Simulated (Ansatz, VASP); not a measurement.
One calculation of Hf, two programs

File INCAR:

```
PREC = Accurate
ENCUT = 520
EDIFF = 1E-7
ISMEAR = 0
SIGMA = 0.027000000000000003
LREAL = F
LASPH = T
NELM = 60
ALGO = Fast
ISIF = 2
LWAVE = F
LCHARG = F
GGA = PE
NBANDS = 11
```

The input KPOINTS:

```
regular mesh
0
Gamma
  11 11 10
```

Contents of POSCAR:

```
Hf
1.0
    0.1192699600      2.3430520200      1.9928205800
    2.3210866400      0.1247983600      1.9872921700
    2.4497549800      2.4661919600     -0.0038699800
Hf
1
Direct
    0.0000000000      0.0000000000      0.0000000000
```

The input input.yaml:

```yaml
crystal:
  lattice:
    - [0.11926996, 2.34305202, 1.99282058]
    - [2.32108664, 0.12479836, 1.98729217]
    - [2.44975498, 2.46619196, -0.00386998]
  atoms:
    - { symbol: Hf, position: [0.0, 0.0, 0.0] }
hamiltonian:
  xc: pbe
  pseudopotentials: { kind: paw }
kpoints:
  mp_grid: { grid: [11, 11, 10] }
scf:
  occupations: { method: gaussian, width: 0.027 }
output:
  forces: true
  stress: true
  eigenvalues: true
```

Change from the starting cell: cell sheared at random, sigma 0.06, atoms nudged by 0.01 Å.

Alike in both runs: task single point; functional PBE; k mesh 11 × 11 × 10; occupations gaussian, width 0.027 eV; no spin polarisation.

|  | VASP | Ansatz |
| --- | --- | --- |
| version | VASP 6.6.1 | Ansatz 0.2.0 |
| potentials or method | VASP PAW PBE potentials, release 64 (Hf_pv) | Ansatz PAW |
| plane-wave cutoff (eV) | 520 | 420 |
| valence electrons in the cell | 10 | 26 |

```tsv
	VASP	Ansatz	Ansatz less VASP
gap on the k mesh at the Fermi level (eV)	none	none	-
pressure (GPa)	3.3	3.7	+0.37
traceless stress, the component that is largest in VASP (GPa)	-1.77	-1.69	+0.081
```

A gap of «none» marks a metal or a gap that the smearing closes. VASP's potentials hold 10 valence electrons a cell and Ansatz's 26, so a difference there can come from the potentials and not from the codes.

Neither program's run includes spin-orbit coupling.
